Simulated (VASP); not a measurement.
Input of a VASP 6.6.1 run:

File INCAR:

```
SYSTEM = CuI
PREC = Accurate
ENCUT = 520
EDIFF = 1E-7
ISMEAR = 0
SIGMA = 0.01
LREAL = .False.
LASPH = .True.
NELM = 80
ALGO = Normal
ISIF = 2
LWAVE = .False.
LCHARG = .False.
GGA = PS
NBANDS = 16
```

KPOINTS

```
regular mesh
0
Gamma
  6 6 6
  0 0 0
```

File POSCAR:

```
CuI
1.0
    0.0000000000      3.0315000000      3.0315000000
    3.0315000000      0.0000000000      3.0315000000
    3.0315000000      3.0315000000      0.0000000000
Cu I
1 1
Direct
    0.2500000000      0.2500000000      0.2500000000
    0.0000000000      0.0000000000      0.0000000000
```

Potentials or basis: VASP PAW PBE potentials, release 64 (Cu, I).

Launch:

```bash
$ cat potpaw_PBE.64/Cu/POTCAR potpaw_PBE.64/I/POTCAR > POTCAR
$ mpirun -np 1 vasp_std > vasp.out
```

Problem. What does it give for the band gap on the k mesh?

Solution. 1.03 eV, direct.

Problem. Predict the pressure.

Solution. -2.5 GPa.

Caveat: the PAW data sets were made with another functional, which shifts forces and pressure a little; spin-orbit coupling is left out, which moves the levels of the heavy elements. A hybrid or GW would open this gap; PBEsol tends to underestimate it.
